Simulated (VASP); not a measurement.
Here is a VASP 6.6.1 calculation.

File INCAR:

```
SYSTEM = Ga
PREC     = Accurate       ! precision mode
ENCUT    = 520            ! plane-wave cutoff, eV
EDIFF    = 1E-6           ! SCF threshold, eV
ISMEAR   = -1             ! smearing method
SIGMA    = 0.05           ! smearing width, eV
LREAL    = .FALSE.        ! projectors in reciprocal space
LASPH    = .TRUE.         ! aspherical terms in the spheres
NELM     = 100            ! most SCF steps
ALGO     = Normal         ! electronic algorithm
ISIF     = 2              ! what is computed and relaxed
LWAVE    = .FALSE.        ! write WAVECAR
LCHARG   = .FALSE.        ! write CHGCAR
GGA      = PE             ! functional
NBANDS   = 20             ! bands
```

Contents of KPOINTS:

```
regular mesh
0
G
  16 16 9
  0 0 0
```

POSCAR

```
Ga
1.0
    2.9874227355      0.0000000000      0.0000000000
   -1.4937113678      2.5871839808      0.0000000000
    0.0000000000      0.0000000000      4.9255626940
Ga
2
Direct
    0.3333333333      0.6666666667      0.2500000000
    0.6666666667      0.3333333333      0.7500000000
```

Potentials or basis: VASP PAW PBE potentials, release 64 (Ga_d).

The run is started by

```sh
$ cat potpaw_PBE.64/Ga_d/POTCAR > POTCAR
$ mpirun -np 1 vasp_std > vasp.out
```

**Question.** Estimate the pressure.

**Answer.** 0.1 GPa.

**Question.** What does it give for the band gap on the k mesh?

**Answer.** Zero (band 13 reaches 8.78 eV, above the bottom of band 14 at 2.74 eV).
